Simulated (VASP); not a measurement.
# Sn2GeSe3 (P-3m1) in VASP: single point with PBEsol

Aim: the single point of Sn2GeSe3 with PBEsol.

Everything below comes from runs of VASP 6.6.1. Logs are shortened: lines on timing, memory, paths and dates and some standing lists are left out, and cuts for length are marked.

### 1 The cell of the first run

The structure is trigonal, space group P-3m1 (No. 164). Conventional cell: a = 4.188 Å, b = 4.188 Å, c = 10.298 Å, α = 90.00°, β = 90.00°, γ = 120.00°. Within 4.4 Å of Sn (site symmetry 3m) lie 6 Se at 3.01 Å and 3 Ge at 4.13 Å and 9 Sn at 4.19 to 4.33 Å. Ge (site symmetry -3m) has 6 Se at 2.88 Å within 3.8 Å. Se (site symmetry 3m) has 3 Ge at 2.88 Å and 3 Sn at 3.01 Å and 3 Se at 3.95 Å within 4.0 Å. Within 4.0 Å of Se (site symmetry -3m) lie 6 Sn at 3.01 Å.

### 2 Single point, PBEsol

Input file INCAR:

```
  ALGO = Normal
  EDIFF = 1E-7
  ENCUT = 520
  GGA = PS
  ISIF = 2
  ISMEAR = 0
  LASPH = True
  LCHARG = True
  LELF = True
  LREAL = False
  LVHAR = True
  LWAVE = False
  NBANDS = 39
  NELM = 60
  PREC = Accurate
  SIGMA = 0.02
```

Input file KPOINTS:

```
k-points
0
Gamma
  12 12 4
```

Input file POSCAR:

```
Sn2GeSe3
1.0
    4.1875794859     -0.0000000028      0.0000000000
   -2.0937897405      3.6265502166      0.0000000000
    0.0000000000      0.0000000000     10.2982616458
Sn Ge Se
2 1 3
Direct
    0.3333333333      0.6666666667      0.8253021316
    0.6666666667      0.3333333333      0.1746978684
    0.0000000000      0.0000000000      0.5000000000
    0.3333333333      0.6666666667      0.3485766475
    0.6666666667      0.3333333333      0.6514233525
    0.0000000000      0.0000000000      0.0000000000
```

Potentials or basis: VASP PAW PBE potentials, release 64 (Sn_d, Ge_d, Se).

Command:

```
$ cat potpaw_PBE.64/Sn_d/POTCAR potpaw_PBE.64/Ge_d/POTCAR potpaw_PBE.64/Se/POTCAR > POTCAR
$ mpirun -np 1 vasp_std > vasp.out
```

OUTCAR:

```text
EDIFF = 1E-7
   ENCUT = 520
   GGA = PS
   ISIF = 2
   ISMEAR = 0
   LASPH = True
   LREAL = False
   NELM = 60
   PREC = Accurate

 ion  position               nearest neighbor table
   1  0.333  0.667  0.825-   5 3.01   5 3.01   5 3.01   6 3.01   6 3.01   6 3.01
   2  0.667  0.333  0.175-   4 3.01   4 3.01   4 3.01   6 3.01   6 3.01   6 3.01
   3  0.000  0.000  0.500-
   4  0.333  0.667  0.349-   2 3.01   2 3.01   2 3.01
   5  0.667  0.333  0.651-   1 3.01   1 3.01   1 3.01
   6  0.000  0.000  0.000-   1 3.01   2 3.01   2 3.01   1 3.01   2 3.01   1 3.01

  LATTYP: Found a hexagonal cell.
 ALAT       =     4.1875794859
 C/A-ratio  =     2.4592396826

  Lattice vectors:

 A1 = (   4.1875794859,  -0.0000000028,   0.0000000000)
 A2 = (  -2.0937897405,   3.6265502166,   0.0000000000)
 A3 = (   0.0000000000,   0.0000000000,  10.2982616458)

Analysis of symmetry for initial positions (statically):
=====================================================================
 Subroutine PRICEL returns:
 Original cell was already a primitive cell.

 Routine SETGRP: Setting up the symmetry group for a
 hexagonal supercell.

 Subroutine GETGRP returns: Found 12 space group operations
 (whereof 12 operations were pure point group operations)
 out of a pool of 24 trial point group operations.

The static configuration has the point symmetry D_3d.

Analysis of symmetry for dynamics (positions and initial velocities):
=====================================================================
 Subroutine PRICEL returns:
 Original cell was already a primitive cell.

 Routine SETGRP: Setting up the symmetry group for a
 hexagonal supercell.

 Subroutine GETGRP returns: Found 12 space group operations
 (whereof 12 operations were pure point group operations)
 out of a pool of 24 trial point group operations.

The dynamic configuration has the point symmetry D_3d.

 Subroutine INISYM returns: Found 12 space group operations
 (whereof 12 operations are pure point group operations),
 and found     1 'primitive' translations

----------------------------------------------------------------------------------------

                                     Primitive cell

  volume of cell :     156.3942

  direct lattice vectors                    reciprocal lattice vectors
     4.187579486 -0.000000003  0.000000000     0.238801437  0.137872074  0.000000000
    -2.093789741  3.626550217  0.000000000     0.000000000  0.275744148  0.000000000
     0.000000000  0.000000000 10.298261646     0.000000000  0.000000000  0.097103767

  length of vectors
     4.187579486  4.187579486 10.298261646     0.275744148  0.275744148  0.097103767

  position of ions in fractional coordinates (direct lattice)
     0.333333333  0.666666667  0.825302132
     0.666666667  0.333333333  0.174697868
     0.000000000  0.000000000  0.500000000
     0.333333333  0.666666667  0.348576648
     0.666666667  0.333333333  0.651423352
     0.000000000  0.000000000  0.000000000

  ion indices of the primitive-cell ions
   primitive index   ion index
                 1           1
                 2           2
                 3           3
                 4           4
                 5           5
                 6           6

----------------------------------------------------------------------------------------

 KPOINTS: k-points

Automatic generation of k-mesh.
 Grid dimensions read from file:
 generate k-points for:   12   12    4

 Generating k-lattice:

  Cartesian coordinates                     Fractional coordinates (reciprocal lattice)
     0.019900120  0.011489339  0.000000000     0.083333333  0.000000000  0.000000000
     0.000000000  0.022978679  0.000000000     0.000000000  0.083333333  0.000000000
     0.000000000  0.000000000  0.024275942     0.000000000  0.000000000  0.250000000

  Length of vectors
     0.022978679  0.022978679  0.024275942

  Shift w.r.t. Gamma in fractional coordinates (k-lattice)
     0.000000000  0.000000000  0.000000000

 Subroutine IBZKPT returns following result:
 ===========================================

 Found     69 irreducible k-points:

 Following reciprocal coordinates:
            Coordinates               Weight
  0.000000  0.000000  0.000000      1.000000
  0.083333  0.000000  0.000000      6.000000
  0.166667 -0.000000  0.000000      6.000000
  0.250000 -0.000000  0.000000      6.000000
  0.333333  0.000000  0.000000      6.000000
  0.416667  0.000000  0.000000      6.000000
[... 16 lines left out ...]
  0.166667 -0.000000  0.250000      6.000000
  0.000000  0.166667  0.250000      6.000000
 [... further k-points ...]
   k-points           NKPTS =     69   k-points in BZ     NKDIM =     69   number of bands    NBANDS=     39
   number of dos      NEDOS =    301   number of ions     NIONS =      6
   total plane-waves  NPLWV =  81920
   dimension x,y,z NGX =    32 NGY =   32 NGZ =   80
   dimension x,y,z NGXF=    64 NGYF=   64 NGZF=  160
   ions per type =               2   1   3
   NGX,Y,Z   is equivalent  to a cutoff of  12.70, 12.70, 12.91 a.u.
   NGXF,Y,Z  is equivalent  to a cutoff of  25.41, 25.41, 25.83 a.u.
 SYSTEM =  unknown system
   PREC   = accura    normal or accurate (medium, high low for compatibility)
   ISTART =      0    job   : 0-new  1-cont  2-samecut
   ICHARG =      2    charge: 1-file 2-atom 10-const
   ISPIN  =      1    spin polarized calculation?
   LNONCOLLINEAR =      F non collinear calculations
   LSORBIT =      F    spin-orbit coupling
   LASPH  =      T    aspherical Exc in radial PAW
   ENCUT  =  520.0 eV  38.22 Ry    6.18 a.u.   7.79  7.79 19.15*2*pi/ulx,y,z
   NELM   =     60;   NELMIN=  2; NELMDL= -5     # of ELM steps
   EDIFF  = 0.1E-06   stopping-criterion for ELM
   LREAL  =      F    real-space projection
   EDIFFG = 0.1E-05   stopping-criterion for IOM
   NSW    =      0    number of steps for IOM
   IBRION =     -1    ionic relax: 0-MD 1-quasi-New 2-CG
   NFREE  =      0    steps in history (QN), initial steepest desc. (CG)
   ISIF   =      2    stress and relaxation
   ISYM   =      2    0-nonsym 1-usesym 2-fastsym
   POTIM  = 0.5000    time-step for ionic-motion
   TEBEG  =    0.0;   TEEND  =   0.0 temperature during run
   PSTRESS=    0.0 pullay stress
   NELECT =      60.0000    total number of electrons
   NUPDOWN=      -1.0000    fix difference up-down
   EMIN   =  10.00;   EMAX   =-10.00  energy-range for DOS
   EFERMI =   0.00;   METHOD = LEGACY
   ISMEAR =     0;   SIGMA  =   0.02  broadening in eV -4-tet -1-fermi 0-gaus
   EFERMI_NEDOS =   21; number of points for ismear=-14 and -15
   IALGO  =     38    algorithm
   IMIX   =      4    mixing-type and parameters
     AMIX     =   0.40;   BMIX     =  1.00
     AMIX_MAG =   1.60;   BMIX_MAG =  1.00
  volume/ion in A,a.u.               =      26.07       175.90
  Fermi-wavevector in a.u.,A,eV,Ry     =   1.189556  2.247936 19.252847  1.415044
  Thomas-Fermi vector in A             =   2.325661
   LORBIT       =      0    0 simple, 1 ext, 2 COOP (PROOUT), +10 PAW based schemes
   GGA     = PS    functional components
   LHFCALC =     F    Hartree Fock is set to
   AEXX    =    0.0000 exact exchange contribution
   IVDW    =     0    specifies the selected vdW correction
   LEPSILON=     F    determine dielectric tensor
   LRPA    =     F    only Hartree local field effects (RPA)
 non-spin polarized calculation
 Gauss-broadening in eV      SIGMA  =   0.02
  energy-cutoff  :      520.00
  volume of cell :      156.39
 maximum number of plane-waves:      4260
   NGX = 15   NGY = 15   NGZ = 39

 number of electron      60.0000007 magnetization

 Free energy of the ion-electron system (eV)
  ---------------------------------------------------
  ext. energy  EPLUGINS =         0.00000000
  ---------------------------------------------------
  free energy    TOTEN  =       -27.08702925 eV

  energy without entropy =      -27.08702925  energy(sigma->0) =      -27.08702925

 E-fermi :   5.1658     XC(G=0):  -9.8497

 val. band max:        5.0577552735   @ k =   0.0000   0.0000   0.5000
 cond. band min:       5.4451926523   @ k =   0.0000   0.0833   0.2500
 fundamental gap:      0.3874373788
 Fermi energy:         5.1658364021

 k-point     1 :       0.0000    0.0000    0.0000
  band No.  band energies     occupation
      1     -19.8057      2.00000
      2     -19.8057      2.00000
      3     -19.8046      2.00000
      4     -19.8016      2.00000
      5     -19.8016      2.00000
      6     -16.4249      2.00000
[... 31 lines left out ...]
     38       9.3203      0.00000
     39       9.3203      0.00000

 k-point     2 :       0.0833    0.0000    0.0000
  band No.  band energies     occupation
      1     -19.8059      2.00000
      2     -19.8057      2.00000
      3     -19.8045      2.00000
      4     -19.8016      2.00000
      5     -19.8015      2.00000
      6     -16.4256      2.00000
[... 31 lines left out ...]
     38       9.0888      0.00000
     39       9.1254      0.00000

 k-point     3 :       0.1667   -0.0000    0.0000
  band No.  band energies     occupation
      1     -19.8065      2.00000
      2     -19.8055      2.00000
      3     -19.8042      2.00000
      4     -19.8017      2.00000
      5     -19.8011      2.00000
      6     -16.4279      2.00000
[... 31 lines left out ...]
     38       8.7155      0.00000
     39       9.0080      0.00000

 k-point     4 :       0.2500   -0.0000    0.0000
  band No.  band energies     occupation
      1     -19.8073      2.00000
      2     -19.8055      2.00000
      3     -19.8039      2.00000
      4     -19.8017      2.00000
      5     -19.8005      2.00000
      6     -16.4316      2.00000
[... 31 lines left out ...]
     38       8.9335      0.00000
     39       9.4670      0.00000
[... 754 lines left out ...]
     38       8.5073      0.00000
     39       9.1413      0.00000

 k-point    23 :       0.1667   -0.0000    0.2500
  band No.  band energies     occupation
      1     -19.8065      2.00000
      2     -19.8055      2.00000
      3     -19.8042      2.00000
      4     -19.8017      2.00000
      5     -19.8011      2.00000
      6     -16.4278      2.00000
[... 31 lines left out ...]
     38       9.2429      0.00000
     39       9.2869      0.00000

 k-point    24 :       0.0000    0.1667    0.2500
  band No.  band energies     occupation
      1     -19.8065      2.00000
      2     -19.8055      2.00000
      3     -19.8042      2.00000
      4     -19.8017      2.00000
      5     -19.8011      2.00000
      6     -16.4278      2.00000
[... 31 lines left out ...]
     38       8.7659      0.00000
     39       8.7720      0.00000

 [... further k-points ...]

------------------------ aborting loop because EDIFF is reached ----------------------------------------

  FORCE on cell =-STRESS in cart. coord.  units (eV):
  Direction    XX          YY          ZZ          XY          YZ          ZX
  --------------------------------------------------------------------------------------
  -------------------------------------------------------------------------------------
  Total       -2.8117787     -2.8117787     -2.8248890     -0.0000000     -0.0000000     -0.0000000
  in kB      -28.8052099    -28.8052099    -28.9395173     -0.0000000     -0.0000000     -0.0000000
  external PRESSURE =     -28.8499790 kB  Pullay stress =       0.0000000 kB

 VOLUME and BASIS-vectors are now :
 -----------------------------------------------------------------------------
  energy-cutoff  :      520.00
  volume of cell :      156.39
      direct lattice vectors                 reciprocal lattice vectors
     4.187579486 -0.000000003  0.000000000     0.238801437  0.137872074  0.000000000
    -2.093789741  3.626550217  0.000000000     0.000000000  0.275744148  0.000000000
     0.000000000  0.000000000 10.298261646     0.000000000  0.000000000  0.097103767

 POSITION                                       TOTAL-FORCE (eV/Angst)
 -----------------------------------------------------------------------------------
      0.00000      2.41770      8.49918        -0.000000      0.000000     -0.000341
      2.09379      1.20885      1.79908         0.000000     -0.000000      0.000341
      0.00000      0.00000      5.14913        -0.000000      0.000000      0.000000
      0.00000      2.41770      3.58973         0.000000      0.000000      0.005558
      2.09379      1.20885      6.70853         0.000000     -0.000000     -0.005558
      0.00000      0.00000      0.00000        -0.000000      0.000000      0.000000
 -----------------------------------------------------------------------------------
    total drift:                               -0.000000      0.000000     -0.000000

  FREE ENERGIE OF THE ION-ELECTRON SYSTEM (eV)
  ---------------------------------------------------
  free  energy   TOTEN  =       -27.0870292513 eV

  energy  without entropy=      -27.0870292513  energy(sigma->0) =      -27.08702925
```

Wall time 3.5 min (1 thread of Intel Xeon 6975P-C (Granite Rapids), shared host); peak memory 0.52 GiB.

Results:

- Free energy: -27.0870 eV
- Pressure: -2.9 GPa
- Largest force: 0.006 eV/Å
- Band gap on the k mesh: 0.39 eV (least direct gap 0.43 eV)

Forces on the atoms (eV/Å):
```
Sn   0.000  0.000  0.000
Sn   0.000  0.000  0.000
Ge   0.000  0.000  0.000
Se   0.000  0.000  0.006
Se   0.000  0.000 -0.006
Se   0.000  0.000  0.000
```

Caveat: the PAW data sets were made with another functional, which shifts forces and pressure a little; spin-orbit coupling is left out, which moves the levels of the heavy elements.
